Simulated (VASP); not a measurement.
# SnTe (Cmmm) in VASP: further runs

Runs on SnTe. Level: PBE. Tasks: single point, relaxation of cell and atoms.

All numbers are computed with VASP 6.6.1; they aren't measurements. Logs are shortened: lines on timing, memory, paths and dates and some standing lists are left out, and cuts for length are marked.

## (1) The cell of the first run

Symmetry: Cmmm, No. 65, orthorhombic system. Conventional cell: a = 5.048 Å, b = 6.070 Å, c = 4.072 Å, α = 90.00°, β = 90.00°, γ = 90.00°. Within 3.3 Å of Sn (site symmetry mmm) lie 4 Te at 2.52 to 3.04 Å. Te (site symmetry mmm) has 4 Sn at 2.52 to 3.04 Å within 3.3 Å.

The cell was generated, and may not be a known phase.

## (2) Single point, PBE

INCAR reads:

```
ALGO = Normal
EDIFF = 1E-6
ENCUT = 520
GGA = PE
ISIF = 2
ISMEAR = 0
LASPH = True
LCHARG = False
LREAL = False
LWAVE = False
NBANDS = 17
NELM = 80
PREC = Accurate
SIGMA = 0.1
```

KPOINTS reads:

```
k-points
0
Gamma
  4 4 4
```

POSCAR reads:

```
SnTe
1.0
    2.5241389200     -3.0351979500      0.0000000000
    2.5241389200      3.0351979500      0.0000000000
    0.0000000000      0.0000000000      4.0718340600
Sn Te
1 1
Direct
    0.5000000000      0.5000000000      0.0000000000
    0.0000000000      0.0000000000      0.0000000000
```

Potentials or basis: VASP PAW PBE potentials, release 64 (Sn_d, Te).

Launch:

```bash
$ cat potpaw_PBE.64/Sn_d/POTCAR potpaw_PBE.64/Te/POTCAR > POTCAR
$ mpirun -np 1 vasp_std > vasp.out
```

OUTCAR:

```text
EDIFF = 1E-6
   ENCUT = 520
   GGA = PE
   ISIF = 2
   ISMEAR = 0
   LASPH = True
   LREAL = False
   NELM = 80
   PREC = Accurate

 ion  position               nearest neighbor table
   1  0.500  0.500  0.000-   2 2.52   2 2.52   2 3.04   2 3.04
   2  0.000  0.000  0.000-   1 2.52   1 2.52   1 3.04   1 3.04

  LATTYP: Found a base centered orthorhombic cell.
 ALAT       =     5.0482778400
 B/A-ratio  =     1.2024686621
 C/A-ratio  =     0.8065788352

  Lattice vectors:

 A1 = (   2.5241389200,  -3.0351979500,   0.0000000000)
 A2 = (   2.5241389200,   3.0351979500,   0.0000000000)
 A3 = (   0.0000000000,   0.0000000000,   4.0718340600)

Analysis of symmetry for initial positions (statically):
=====================================================================
 Subroutine PRICEL returns:
 Original cell was already a primitive cell.

 Routine SETGRP: Setting up the symmetry group for a
 base centered orthorhombic supercell.

 Subroutine GETGRP returns: Found  8 space group operations
 (whereof  8 operations were pure point group operations)
 out of a pool of  8 trial point group operations.

The static configuration has the point symmetry D_2h.

Analysis of symmetry for dynamics (positions and initial velocities):
=====================================================================
 Subroutine PRICEL returns:
 Original cell was already a primitive cell.

 Routine SETGRP: Setting up the symmetry group for a
 base centered orthorhombic supercell.

 Subroutine GETGRP returns: Found  8 space group operations
 (whereof  8 operations were pure point group operations)
 out of a pool of  8 trial point group operations.

The dynamic configuration has the point symmetry D_2h.

 Subroutine INISYM returns: Found  8 space group operations
 (whereof  8 operations are pure point group operations),
 and found     1 'primitive' translations

----------------------------------------------------------------------------------------

                                     Primitive cell

  volume of cell :      62.3908

  direct lattice vectors                    reciprocal lattice vectors
     2.524138920 -3.035197950  0.000000000     0.198087354 -0.164733901  0.000000000
     2.524138920  3.035197950  0.000000000     0.198087354  0.164733901  0.000000000
     0.000000000  0.000000000  4.071834060     0.000000000  0.000000000  0.245589576

  length of vectors
[... 75 lines left out ...]
   LASPH  =      T    aspherical Exc in radial PAW
   ENCUT  =  520.0 eV  38.22 Ry    6.18 a.u.   7.34  7.34  7.57*2*pi/ulx,y,z
   NELM   =     80;   NELMIN=  2; NELMDL= -5     # of ELM steps
   EDIFF  = 0.1E-05   stopping-criterion for ELM
   LREAL  =      F    real-space projection
   EDIFFG = 0.1E-04   stopping-criterion for IOM
   NSW    =      0    number of steps for IOM
   IBRION =     -1    ionic relax: 0-MD 1-quasi-New 2-CG
   NFREE  =      0    steps in history (QN), initial steepest desc. (CG)
   ISIF   =      2    stress and relaxation
   ISYM   =      2    0-nonsym 1-usesym 2-fastsym
   POTIM  = 0.5000    time-step for ionic-motion
   TEBEG  =    0.0;   TEEND  =   0.0 temperature during run
   PSTRESS=    0.0 pullay stress
   NELECT =      20.0000    total number of electrons
   NUPDOWN=      -1.0000    fix difference up-down
   EMIN   =  10.00;   EMAX   =-10.00  energy-range for DOS
   EFERMI =   0.00;   METHOD = LEGACY
   ISMEAR =     0;   SIGMA  =   0.10  broadening in eV -4-tet -1-fermi 0-gaus
   EFERMI_NEDOS =   21; number of points for ismear=-14 and -15
   IALGO  =     38    algorithm
   IMIX   =      4    mixing-type and parameters
     AMIX     =   0.40;   BMIX     =  1.00
     AMIX_MAG =   1.60;   BMIX_MAG =  1.00
  volume/ion in A,a.u.               =      31.20       210.52
  Fermi-wavevector in a.u.,A,eV,Ry     =   1.120413  2.117273 17.079730  1.255325
  Thomas-Fermi vector in A             =   2.257059
   LORBIT       =      0    0 simple, 1 ext, 2 COOP (PROOUT), +10 PAW based schemes
   GGA     = PE    functional components
   LHFCALC =     F    Hartree Fock is set to
   AEXX    =    0.0000 exact exchange contribution
   IVDW    =     0    specifies the selected vdW correction
   LEPSILON=     F    determine dielectric tensor
   LRPA    =     F    only Hartree local field effects (RPA)
 non-spin polarized calculation
 Gauss-broadening in eV      SIGMA  =   0.10
  energy-cutoff  :      520.00
  volume of cell :       62.39
 maximum number of plane-waves:      1697
 NGX is ok and might be reduce to    30
   NGX = 15   NGY = 15   NGZ = 15

 number of electron      19.9999997 magnetization

 Free energy of the ion-electron system (eV)
  ---------------------------------------------------
  ext. energy  EPLUGINS =         0.00000000
  ---------------------------------------------------
  free energy    TOTEN  =        -5.37473204 eV

  energy without entropy =       -5.36278947  energy(sigma->0) =       -5.36876076

 E-fermi :   6.8495     XC(G=0):  -9.2772

 val. band max:        6.8119971739   @ k =   0.2500   0.0000   0.5000
 cond. band min:       6.9105454430   @ k =   0.5000   0.2500   0.2500
 fundamental gap:      0.0985482690
 Fermi energy:         6.8495114680

 k-point     1 :       0.0000    0.0000    0.0000
  band No.  band energies     occupation
      1     -15.2869      2.00000
      2     -15.1222      2.00000
      3     -15.0809      2.00000
      4     -15.0604      2.00000
      5     -15.0218      2.00000
      6      -6.8912      2.00000
[... 397 lines left out ...]
      4     -15.0380      2.00000
      5     -15.0276      2.00000
      6      -4.4605      2.00000
[... 9 lines left out ...]
     16      19.6503      0.00000
     17      20.0447      0.00000

------------------------ aborting loop because EDIFF is reached ----------------------------------------

  FORCE on cell =-STRESS in cart. coord.  units (eV):
  Direction    XX          YY          ZZ          XY          YZ          ZX
  --------------------------------------------------------------------------------------
  -------------------------------------------------------------------------------------
  Total       21.2488759      2.9808065      0.0141820     -0.0000000      0.0000000      0.0000000
  in kB      545.6651307     76.5462695      0.3641907     -0.0000000      0.0000000      0.0000000
  external PRESSURE =     207.5251970 kB  Pullay stress =       0.0000000 kB

 VOLUME and BASIS-vectors are now :
 -----------------------------------------------------------------------------
  energy-cutoff  :      520.00
  volume of cell :       62.39
      direct lattice vectors                 reciprocal lattice vectors
     2.524138920 -3.035197950  0.000000000     0.198087354 -0.164733901  0.000000000
     2.524138920  3.035197950  0.000000000     0.198087354  0.164733901  0.000000000
     0.000000000  0.000000000  4.071834060     0.000000000  0.000000000  0.245589576

 POSITION                                       TOTAL-FORCE (eV/Angst)
 -----------------------------------------------------------------------------------
      2.52414      0.00000      0.00000         0.000000     -0.000000      0.000000
      0.00000      0.00000      0.00000        -0.000000      0.000000      0.000000
 -----------------------------------------------------------------------------------
    total drift:                                0.000000      0.000000      0.000000

  FREE ENERGIE OF THE ION-ELECTRON SYSTEM (eV)
  ---------------------------------------------------
  free  energy   TOTEN  =        -5.3747320431 eV

  energy  without entropy=       -5.3627894748  energy(sigma->0) =       -5.36876076
```

OSZICAR:

```text
N       E                     dE             d eps       ncg     rms          rms(c)
DAV:   1     0.124908362609E+03    0.12491E+03   -0.97266E+03   723   0.138E+03
DAV:   2     0.581308725544E+01   -0.11910E+03   -0.11590E+03   795   0.334E+02
DAV:   3    -0.518730882490E+01   -0.11000E+02   -0.10913E+02   881   0.882E+01
DAV:   4    -0.547421172262E+01   -0.28690E+00   -0.28677E+00   910   0.155E+01
DAV:   5    -0.548451825927E+01   -0.10307E-01   -0.10306E-01  1086   0.271E+00    0.119E+01
DAV:   6    -0.539057177081E+01    0.93946E-01   -0.11022E-01   889   0.258E+00    0.700E+00
DAV:   7    -0.537776439432E+01    0.12807E-01   -0.95837E-02   827   0.185E+00    0.744E-01
DAV:   8    -0.537456295564E+01    0.32014E-02   -0.22015E-02   807   0.110E+00    0.670E-01
DAV:   9    -0.537472128880E+01   -0.15833E-03   -0.14184E-03   928   0.273E-01    0.164E-01
DAV:  10    -0.537472355303E+01   -0.22642E-05   -0.13107E-04   894   0.885E-02    0.463E-02
DAV:  11    -0.537473725252E+01   -0.13699E-04   -0.61794E-05   861   0.577E-02    0.533E-02
DAV:  12    -0.537473315956E+01    0.40930E-05   -0.80432E-06   844   0.249E-02    0.282E-02
DAV:  13    -0.537473170655E+01    0.14530E-05   -0.41267E-06   791   0.121E-02    0.358E-03
DAV:  14    -0.537473204306E+01   -0.33651E-06   -0.28914E-07   411   0.325E-03
   1 F= -.53747320E+01 E0= -.53687608E+01  d E =-.119426E-01
```

stdout:

```text
POSCAR found type information on POSCAR SnTe
 POSCAR found :  2 types and       2 ions
 scaLAPACK will be used
 LDA part: xc-table for (Slater+PW92), standard interpolation
 POSCAR, INCAR and KPOINTS ok, starting setup
 FFT: planning ... GRIDC
 FFT: planning ... GRID_SOFT
 FFT: planning ... GRID
 WAVECAR not read
 entering main loop
```

It took 57 s on 1 thread of Intel Xeon 8259CL, shared host; peak memory 0.18 GiB.

Results:

```yaml
Free_energy: -5.3747 eV
Pressure: 20.8 GPa
Band_gap_on_the_k_mesh: zero (bands 10 and 11 overlap by 2.53 eV)
```

Caveat: the k points lie up to 0.40 Å⁻¹ apart, too coarse for converged energies and pressures of a metal; spin-orbit coupling is left out, which moves the levels of the heavy elements.

## (3) Relaxation of cell and atoms, PBE

INCAR reads:

```
PREC     = Accurate       # precision mode
ENCUT    = 600            # plane-wave cutoff, eV
EDIFF    = 1E-6           # SCF threshold, eV
ISMEAR   = 0              # smearing method
SIGMA    = 0.1            # smearing width, eV
LREAL    = F              # projectors in reciprocal space
LASPH    = T              # aspherical terms in the spheres
NELM     = 80             # most SCF steps
ALGO     = Normal         # electronic algorithm
ISIF     = 3              # what is computed and relaxed
LWAVE    = F              # write WAVECAR
LCHARG   = F              # write CHGCAR
GGA      = PE             # functional
IBRION   = 2              # ionic algorithm
NSW      = 90             # ionic steps
EDIFFG   = -0.04          # ionic threshold
```

KPOINTS reads:

```
regular mesh
0
Gamma
  4 4 4
```

POSCAR is that of step 2.

Potentials or basis: VASP PAW PBE potentials, release 64 (Sn_d, Te).

Launch:

```bash
$ cat potpaw_PBE.64/Sn_d/POTCAR potpaw_PBE.64/Te/POTCAR > POTCAR
$ mpirun -np 1 vasp_std > vasp.out
```

It took 16 min on 1 thread of Intel Xeon 8259CL, shared host; peak memory 0.22 GiB.

The run converged. Its results:

- Free energy: -7.4690 eV
- Relaxed volume: 31.56 Å³/atom
- Relaxed cell: a = 4.455 Å, b = 4.455 Å, c = 3.180 Å, α = 90.00°, β = 90.00°, γ = 89.68°
- Space group after relaxing (to 0.1 Å): P4/mmm (No. 123)
- Energy gained by relaxing: 1047.0 meV/atom
- Ionic steps: 30
- Pressure after relaxing: 0.0 GPa
- Band gap on the k mesh: zero (bands 10 and 11 overlap by 5.19 eV)

Stress tensor (GPa, compression positive):
```
-0.11  0.00  0.00
 0.00  0.01  0.00
 0.00  0.00 -0.01
```

The path:
```tsv
step	energy change (eV)	largest force (eV/Å)	pressure (GPa)	volume (Å³)
1	0.0000	0.0000	20.77	62.39
2	-0.7376	0.0000	-5.27	101.24
3	-1.4556	0.0000	-1.75	78.37
4	-1.4572	0.0000	-1.54	78.01
5	-1.4580	0.0000	-1.28	77.56
6	-1.4926	0.0000	-0.63	74.68
7	-1.5044	0.0000	0.06	72.37
8	-1.5216	0.0000	0.06	71.55
9	-1.5802	0.0000	0.34	69.07
10	-1.7431	0.0000	1.89	64.12
11	-1.5669	0.0000	11.64	54.19
12	-1.8243	0.0000	2.80	61.70
13	-1.8379	0.0000	6.29	57.95
14	-1.8566	0.0000	4.17	59.92
15	-1.8728	0.0000	4.47	59.52
16	-1.8879	0.0000	5.07	58.81
17	-1.8887	0.0000	5.34	58.57
18	-1.9085	0.0000	4.95	58.82
19	-1.9608	0.0000	3.89	59.57
20	-2.0382	0.0000	2.02	61.08
21	-2.0898	0.0000	-0.71	64.13
22	-2.0900	0.0000	-0.61	64.00
23	-2.0900	0.0000	-0.54	63.89
24	-2.0910	0.0000	-0.46	63.74
25	-2.0932	0.0000	-0.16	63.31
26	-2.0932	0.0000	0.47	62.44
27	-2.0938	0.0000	0.15	62.85
28	-2.0938	0.0000	0.13	62.87
29	-2.0939	0.0000	0.10	62.93
30	-2.0941	0.0000	-0.04	63.11
```

Final structure:
```cif
data_structure
_symmetry_space_group_name_H-M 'P 1'
_symmetry_Int_Tables_number 1
_cell_length_a 4.4550
_cell_length_b 4.4550
_cell_length_c 3.1798
_cell_angle_alpha 90.000
_cell_angle_beta 90.000
_cell_angle_gamma 89.679
_cell_volume 63.11
loop_
_atom_site_label
_atom_site_type_symbol
_atom_site_fract_x
_atom_site_fract_y
_atom_site_fract_z
_atom_site_occupancy
Sn1 Sn 0.50000 0.50000 0.00000 1
Te1 Te 0.00000 0.00000 0.00000 1
```

Levels at points of the mesh, in eV from the Fermi level:
| k point | band 7 | band 8 | band 9 | band 10 | band 11 | band 12 | band 13 | band 14 |
| --- | --- | --- | --- | --- | --- | --- | --- | --- |
| (0.00, 0.00, 0.00) | -6.78 | -3.49 | -3.42 | 2.26 | 2.49 | 3.35 | 3.49 | 6.92 |
| (0.50, 0.00, 0.00) | -8.85 | -2.15 | -1.04 | -0.45 | -0.17 | 2.81 | 6.18 | 7.80 |
| (0.50, 0.50, 0.00) | -7.88 | -5.28 | -5.27 | 2.98 | 4.96 | 5.05 | 6.72 | 8.58 |
| (0.00, 0.00, 0.50) | -5.33 | -4.05 | -1.88 | -1.80 | -1.17 | 4.97 | 5.02 | 5.26 |
| (0.50, 0.00, 0.50) | -6.42 | -4.43 | -2.75 | -0.64 | 1.08 | 1.84 | 1.88 | 5.80 |
| (0.50, 0.50, 0.50) | -5.17 | -4.15 | -3.51 | -3.48 | -2.21 | 2.46 | 2.48 | 6.87 |

Caveat: the k points lie up to 0.49 Å⁻¹ apart in the final cell, too coarse for converged energies and pressures of a metal; a cell axis changed by over 15 % at a fixed basis, so the end point is rough; spin-orbit coupling is left out, which moves the levels of the heavy elements.

The gap in the log of VASP goes by the Fermi energy; the results here count the filled bands.